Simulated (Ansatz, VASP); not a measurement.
**Cu in VASP and in Ansatz**

Contents of INCAR:

```
PREC     = Accurate       # precision mode
ENCUT    = 520            # plane-wave cutoff, eV
EDIFF    = 1E-7           # SCF threshold, eV
ISMEAR   = 0              # smearing method
SIGMA    = 0.15           # smearing width, eV
LREAL    = False          # projectors in reciprocal space
LASPH    = True           # aspherical terms in the spheres
NELM     = 60             # most SCF steps
ALGO     = Fast           # electronic algorithm
ISIF     = 2              # what is computed and relaxed
LWAVE    = False          # write WAVECAR
LCHARG   = True           # write CHGCAR
GGA      = PE             # functional
LELF     = True           # ELF
LVHAR    = True         
NBANDS   = 18             # bands
```

The input KPOINTS:

```
Automatic mesh
0
Gamma
  18 18 18
```

Contents of POSCAR:

```
Cu
1.0
    1.1023907521     -4.0308860292      0.0000000000
    1.1023907521      4.0308860292      0.0000000000
    0.0000000000      0.0000000000      2.5142119659
Cu
2
Direct
    0.1340351705      0.8659648295      0.2500000000
    0.8659648295      0.1340351705      0.7500000000
```

Input for Ansatz:

```yaml
crystal:
  lattice:
    - [1.1023907521, -4.0308860292, 0.0]
    - [1.1023907521, 4.0308860292, 0.0]
    - [0.0, 0.0, 2.5142119659]
  atoms:
    - { symbol: Cu, position: [0.1340351705, 0.8659648295, 0.25] }
    - { symbol: Cu, position: [0.8659648295, 0.1340351705, 0.75] }
basis:
  ecutwfc: 520.0
kpoints:
  mp_grid: { grid: [18, 18, 18] }
hamiltonian:
  xc: pbe
  pseudopotentials: { kind: paw, azcp: { folder: soft_1 } }
scf:
  occupations: { method: gaussian, width: 0.15 }
output:
  forces: true
  stress: true
  eigenvalues: true
```

Change from the starting cell: normal strain along x -0.1100, normal strain along y +0.0000.

Alike in both runs: task single point; functional PBE; k mesh 18 × 18 × 18; occupations gaussian, width 0.15 eV; no spin polarisation.

|  | VASP | Ansatz |
| --- | --- | --- |
| version | VASP 6.6.1 | Ansatz 0.2.0 |
| potentials or method | VASP PAW PBE potentials, release 64 (Cu), cutoff 520 eV | scalar-relativistic, plane waves, PAW |
| valence electrons in the cell | 22 | 38 |

```tsv
	VASP	Ansatz	Ansatz less VASP
gap on the k mesh at the Fermi level (eV)	none	none	-
pressure (GPa)	24.3	23.4	-0.91
traceless stress, the component that is largest in VASP (GPa)	31.85	32.07	+0.217
rms of the force components (eV/Å)	0.251	0.246	-0.0057
```

Atom by atom the forces differ by 0.006 eV/Å (rms over components). A gap of «none» marks a metal or a gap that the smearing closes. VASP's potentials hold 22 valence electrons a cell and Ansatz's 38, so a difference there can come from the potentials and not from the codes.
